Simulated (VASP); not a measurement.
# CdSe (zincblende type) (F-43m) in VASP: a series of runs

The runs below take CdSe (zincblende type) through density of states, with PBE.

All numbers are computed with VASP 6.6.1; they aren't measurements. Logs are shortened: lines on timing, memory, paths and dates and some standing lists are left out, and cuts for length are marked.

## 1. The cell of the first run

Symmetry: F-43m, No. 216, cubic system. The conventional cell has a = 6.196 Å, b = 6.196 Å, c = 6.196 Å, α = 90.00°, β = 90.00°, γ = 90.00°. Cd (site symmetry -43m) has 4 Se at 2.68 Å within 3.5 Å. Se (site symmetry -43m) has 4 Cd at 2.68 Å within 3.5 Å.

## 2. Density of states, PBE

File POSCAR:

```
CdSe
1.0
    0.0000000000      3.0980889089      3.0980889089
    3.0980889089      0.0000000000      3.0980889089
    3.0980889089      3.0980889089      0.0000000000
Cd Se
1 1
Direct
    0.0000000000      0.0000000000      0.0000000000
    0.2500000000      0.2500000000      0.2500000000
```

File INCAR.step1:

```
SYSTEM = CdSe
ALGO = Normal
EDIFF = 1E-7
ENCUT = 520
GGA = PE
ISIF = 2
ISMEAR = -1
LASPH = .TRUE.
LCHARG = .TRUE.
LREAL = .FALSE.
LWAVE = .FALSE.
NBANDS = 16
NELM = 100
PREC = Accurate
SIGMA = 0.1
```

File KPOINTS.step1:

```
k-points
0
G
  11 11 11
  0 0 0
```

File INCAR.step2:

```
SYSTEM = CdSe
ALGO = Normal
EDIFF = 1E-7
ENCUT = 520
GGA = PE
ICHARG = 11
ISIF = 2
ISMEAR = -5
LASPH = .TRUE.
LCHARG = .FALSE.
LORBIT = 11
LREAL = .FALSE.
LWAVE = .FALSE.
NBANDS = 16
NEDOS = 2001
NELM = 100
PREC = Accurate
SIGMA = 0.1
```

File KPOINTS.step2:

```
k-points
0
G
  17 17 17
  0 0 0
```

Potentials or basis: VASP PAW PBE potentials, release 64 (Cd, Se).

On the command line:

```
$ cat potpaw_PBE.64/Cd/POTCAR potpaw_PBE.64/Se/POTCAR > POTCAR
$ cp INCAR.step1 INCAR
$ cp KPOINTS.step1 KPOINTS
$ mpirun -np 1 vasp_std > vasp.out
$ cp INCAR.step2 INCAR
$ cp KPOINTS.step2 KPOINTS
$ mpirun -np 1 vasp_std > vasp.out
```

OUTCAR:

```text
SYSTEM = CdSe
   EDIFF = 1E-7
   ENCUT = 520
   GGA = PE
   ICHARG = 11
   ISIF = 2
   ISMEAR = -5
   LASPH = .TRUE.
   LORBIT = 11
   LREAL = .FALSE.
   NELM = 100
   PREC = Accurate

 ion  position               nearest neighbor table
   1  0.000  0.000  0.000-   2 2.68   2 2.68   2 2.68   2 2.68
   2  0.250  0.250  0.250-   1 2.68   1 2.68   1 2.68   1 2.68

  LATTYP: Found a face centered cubic cell.
 ALAT       =     6.1961778178

  Lattice vectors:

 A1 = (   0.0000000000,   3.0980889089,   3.0980889089)
 A2 = (   3.0980889089,   0.0000000000,   3.0980889089)
 A3 = (   3.0980889089,   3.0980889089,   0.0000000000)

Analysis of symmetry for initial positions (statically):
=====================================================================
 Subroutine PRICEL returns:
 Original cell was already a primitive cell.

 Routine SETGRP: Setting up the symmetry group for a
 face centered cubic supercell.

 Subroutine GETGRP returns: Found 24 space group operations
 (whereof 24 operations were pure point group operations)
 out of a pool of 48 trial point group operations.

The static configuration has the point symmetry T_d .

Analysis of symmetry for dynamics (positions and initial velocities):
=====================================================================
 Subroutine PRICEL returns:
 Original cell was already a primitive cell.

 Routine SETGRP: Setting up the symmetry group for a
 face centered cubic supercell.

 Subroutine GETGRP returns: Found 24 space group operations
 (whereof 24 operations were pure point group operations)
 out of a pool of 48 trial point group operations.

The dynamic configuration has the point symmetry T_d .

 Subroutine INISYM returns: Found 24 space group operations
 (whereof 24 operations are pure point group operations),
 and found     1 'primitive' translations

----------------------------------------------------------------------------------------

                                     Primitive cell

  volume of cell :      59.4719

  direct lattice vectors                    reciprocal lattice vectors
     0.000000000  3.098088909  3.098088909    -0.161389816  0.161389816  0.161389816
     3.098088909  0.000000000  3.098088909     0.161389816 -0.161389816  0.161389816
     3.098088909  3.098088909  0.000000000     0.161389816  0.161389816 -0.161389816

  length of vectors
     4.381359352  4.381359352  4.381359352     0.279535362  0.279535362  0.279535362

  position of ions in fractional coordinates (direct lattice)
     0.000000000  0.000000000  0.000000000
     0.250000000  0.250000000  0.250000000

  ion indices of the primitive-cell ions
   primitive index   ion index
                 1           1
                 2           2

----------------------------------------------------------------------------------------

 KPOINTS: k-points

Automatic generation of k-mesh.
 Grid dimensions read from file:
 generate k-points for:   17   17   17

 Generating k-lattice:

  Cartesian coordinates                     Fractional coordinates (reciprocal lattice)
    -0.009493519  0.009493519  0.009493519     0.058823529  0.000000000  0.000000000
     0.009493519 -0.009493519  0.009493519     0.000000000  0.058823529  0.000000000
     0.009493519  0.009493519 -0.009493519     0.000000000  0.000000000  0.058823529

  Length of vectors
     0.016443257  0.016443257  0.016443257

  Shift w.r.t. Gamma in fractional coordinates (k-lattice)
     0.000000000  0.000000000  0.000000000

 TETIRR: Found    693 inequivalent tetrahedra from    29478

 Subroutine IBZKPT returns following result:
 ===========================================

 Found    165 irreducible k-points:

 Following reciprocal coordinates:
            Coordinates               Weight
  0.000000  0.000000  0.000000      1.000000
  0.058824  0.000000  0.000000      8.000000
  0.117647  0.000000  0.000000      8.000000
  0.176471  0.000000  0.000000      8.000000
  0.235294  0.000000  0.000000      8.000000
  0.294118  0.000000  0.000000      8.000000
[... 16 lines left out ...]
 -0.176471  0.058824  0.000000     24.000000
 -0.117647  0.058824  0.000000     24.000000
 [... further k-points ...]
   k-points           NKPTS =    165   k-points in BZ     NKDIM =    165   number of bands    NBANDS=     16
   number of dos      NEDOS =   2001   number of ions     NIONS =      2
   total plane-waves  NPLWV =  46656
   dimension x,y,z NGX =    36 NGY =   36 NGZ =   36
   dimension x,y,z NGXF=    72 NGYF=   72 NGZF=   72
   ions per type =               1   1
   NGX,Y,Z   is equivalent  to a cutoff of  13.66, 13.66, 13.66 a.u.
   NGXF,Y,Z  is equivalent  to a cutoff of  27.32, 27.32, 27.32 a.u.
 SYSTEM =  CdSe
   PREC   = accura    normal or accurate (medium, high low for compatibility)
   ISTART =      0    job   : 0-new  1-cont  2-samecut
   ICHARG =     11    charge: 1-file 2-atom 10-const
   ISPIN  =      1    spin polarized calculation?
   LNONCOLLINEAR =      F non collinear calculations
   LSORBIT =      F    spin-orbit coupling
   LASPH  =      T    aspherical Exc in radial PAW
   ENCUT  =  520.0 eV  38.22 Ry    6.18 a.u.   8.15  8.15  8.15*2*pi/ulx,y,z
   NELM   =    100;   NELMIN=  2; NELMDL=  0     # of ELM steps
   EDIFF  = 0.1E-06   stopping-criterion for ELM
   LREAL  =      F    real-space projection
   EDIFFG = 0.1E-05   stopping-criterion for IOM
   NSW    =      0    number of steps for IOM
   IBRION =     -1    ionic relax: 0-MD 1-quasi-New 2-CG
   NFREE  =      0    steps in history (QN), initial steepest desc. (CG)
   ISIF   =      2    stress and relaxation
   ISYM   =      2    0-nonsym 1-usesym 2-fastsym
   POTIM  = 0.5000    time-step for ionic-motion
   TEBEG  =    0.0;   TEEND  =   0.0 temperature during run
   PSTRESS=    0.0 pullay stress
   NELECT =      18.0000    total number of electrons
   NUPDOWN=      -1.0000    fix difference up-down
   EMIN   =  10.00;   EMAX   =-10.00  energy-range for DOS
   EFERMI =   0.00;   METHOD = LEGACY
   ISMEAR =    -5;   SIGMA  =   0.10  broadening in eV -4-tet -1-fermi 0-gaus
   EFERMI_NEDOS =   21; number of points for ismear=-14 and -15
   IALGO  =     38    algorithm
   IMIX   =      4    mixing-type and parameters
     AMIX     =   0.40;   BMIX     =  1.00
     AMIX_MAG =   1.60;   BMIX_MAG =  1.00
  volume/ion in A,a.u.               =      29.74       200.67
  Fermi-wavevector in a.u.,A,eV,Ry     =   1.099162  2.077115 16.437982  1.208158
  Thomas-Fermi vector in A             =   2.235552
   LORBIT       =     11    0 simple, 1 ext, 2 COOP (PROOUT), +10 PAW based schemes
   GGA     = PE    functional components
   LHFCALC =     F    Hartree Fock is set to
   AEXX    =    0.0000 exact exchange contribution
   IVDW    =     0    specifies the selected vdW correction
   LEPSILON=     F    determine dielectric tensor
   LRPA    =     F    only Hartree local field effects (RPA)
 non-spin polarized calculation
 Fermi weights with tetrahedron method with Bloechl corrections
  energy-cutoff  :      520.00
  volume of cell :       59.47
 maximum number of plane-waves:      1639
 NGX is ok and might be reduce to    36

 number of electron      18.0000000 magnetization

 Free energy of the ion-electron system (eV)
  ---------------------------------------------------
  ext. energy  EPLUGINS =         0.00000000
  ---------------------------------------------------
  free energy    TOTEN  =        -5.50006442 eV

  energy without entropy =       -5.50006442  energy(sigma->0) =       -5.50006442

 E-fermi :   0.5205     XC(G=0):  -8.6352

 val. band max:        0.5142169901   @ k =   0.0000   0.0000   0.0000
 cond. band min:       1.0084775361   @ k =   0.0000   0.0000   0.0000
 fundamental gap:      0.4942605460
 Fermi energy:         0.5205413784

 k-point     1 :       0.0000    0.0000    0.0000
  band No.  band energies     occupation
      1     -11.7826      2.00000
      2      -7.2481      2.00000
      3      -7.2481      2.00000
      4      -7.2481      2.00000
      5      -6.9281      2.00000
      6      -6.9281      2.00000
[... 8 lines left out ...]
     15      11.4862      0.00000
     16      11.4862      0.00000

 k-point     2 :       0.0588    0.0000    0.0000
  band No.  band energies     occupation
      1     -11.7718      2.00000
      2      -7.2447      2.00000
      3      -7.2447      2.00000
      4      -7.2385      2.00000
      5      -6.9284      2.00000
      6      -6.9284      2.00000
[... 8 lines left out ...]
     15      11.2054      0.00000
     16      11.2054      0.00000

 k-point     3 :       0.1176    0.0000    0.0000
  band No.  band energies     occupation
      1     -11.7408      2.00000
      2      -7.2350      2.00000
      3      -7.2350      2.00000
      4      -7.2085      2.00000
      5      -6.9288      2.00000
      6      -6.9288      2.00000
[... 8 lines left out ...]
     15      10.8053      0.00000
     16      10.8053      0.00000

 k-point     4 :       0.1765    0.0000    0.0000
  band No.  band energies     occupation
      1     -11.6935      2.00000
      2      -7.2209      2.00000
      3      -7.2209      2.00000
      4      -7.1560      2.00000
      5      -6.9286      2.00000
      6      -6.9286      2.00000
[... 8 lines left out ...]
     15      10.5416      0.00000
     16      10.8751      0.00000
[... 324 lines left out ...]
 k-point    22 :      -0.2353    0.0588    0.0000
  band No.  band energies     occupation
      1     -11.6091      2.00000
      2      -7.2005      2.00000
      3      -7.1919      2.00000
      4      -7.0434      2.00000
      5      -6.9325      2.00000
      6      -6.9179      2.00000
[... 8 lines left out ...]
     15      10.5553      0.00000
     16      11.1645      0.00000

 k-point    23 :      -0.1765    0.0588    0.0000
  band No.  band energies     occupation
      1     -11.6672      2.00000
      2      -7.2164      2.00000
      3      -7.2070      2.00000
      4      -7.1273      2.00000
      5      -6.9338      2.00000
      6      -6.9225      2.00000
[... 8 lines left out ...]
     15      10.5821      0.00000
     16      11.2600      0.00000

 k-point    24 :      -0.1176    0.0588    0.0000
  band No.  band energies     occupation
      1     -11.7178      2.00000
      2      -7.2308      2.00000
      3      -7.2223      2.00000
      4      -7.1875      2.00000
      5      -6.9328      2.00000
      6      -6.9250      2.00000
[... 8 lines left out ...]
     15      10.7336      0.00000
     16      11.1481      0.00000

 [... further k-points ...]
[... 5 lines left out ...]
  --------------------------------------------------------------------------------------
  -------------------------------------------------------------------------------------
  Total        0.0915809      0.0915809      0.0915809      0.0000000      0.0000000      0.0000000
  in kB        2.4671970      2.4671970      2.4671970      0.0000000      0.0000000      0.0000000
  external PRESSURE =       2.4671970 kB  Pullay stress =       0.0000000 kB

 VOLUME and BASIS-vectors are now :
 -----------------------------------------------------------------------------
  energy-cutoff  :      520.00
  volume of cell :       59.47
      direct lattice vectors                 reciprocal lattice vectors
     0.000000000  3.098088909  3.098088909    -0.161389816  0.161389816  0.161389816
     3.098088909  0.000000000  3.098088909     0.161389816 -0.161389816  0.161389816
     3.098088909  3.098088909  0.000000000     0.161389816  0.161389816 -0.161389816

 POSITION                                       TOTAL-FORCE (eV/Angst)
 -----------------------------------------------------------------------------------
      0.00000      0.00000      0.00000        -0.000000      0.000000      0.000000
      1.54904      1.54904      1.54904         0.000000     -0.000000     -0.000000
 -----------------------------------------------------------------------------------
    total drift:                               -0.000000     -0.000000     -0.000000

  FREE ENERGIE OF THE ION-ELECTRON SYSTEM (eV)
  ---------------------------------------------------
  free  energy   TOTEN  =        -5.5000644189 eV

  energy  without entropy=       -5.5000644189  energy(sigma->0) =       -5.50006442

 total charge

# of ion       s       p       d       tot
------------------------------------------
    1        0.437   0.285   9.553  10.276
    2        1.446   2.368   0.019   3.833
--------------------------------------------------
tot          1.883   2.653   9.572  14.108
```

Run time: 1.8 min. Hardware: 1 thread of Intel Xeon Platinum 8259CL at 2.50GHz (Skylake/Cascade Lake), shared host; peak memory 0.31 GiB.

Results:

```
Valence electrons inside the program's atomic spheres : Cd 10.28; Se 3.83
```

Levels at points of the mesh, in eV from the valence-band top:
| k point | band 5 | band 6 | band 7 | band 8 | band 9 | band 10 | band 11 | band 12 | band 13 | band 14 |
| --- | --- | --- | --- | --- | --- | --- | --- | --- | --- | --- |
| (0.00, 0.00, 0.00) | -7.44 | -7.44 | 0.00 | 0.00 | 0.00 | 0.49 | 5.93 | 5.93 | 5.93 | 9.56 |

(Continued in part 2 of 2.)
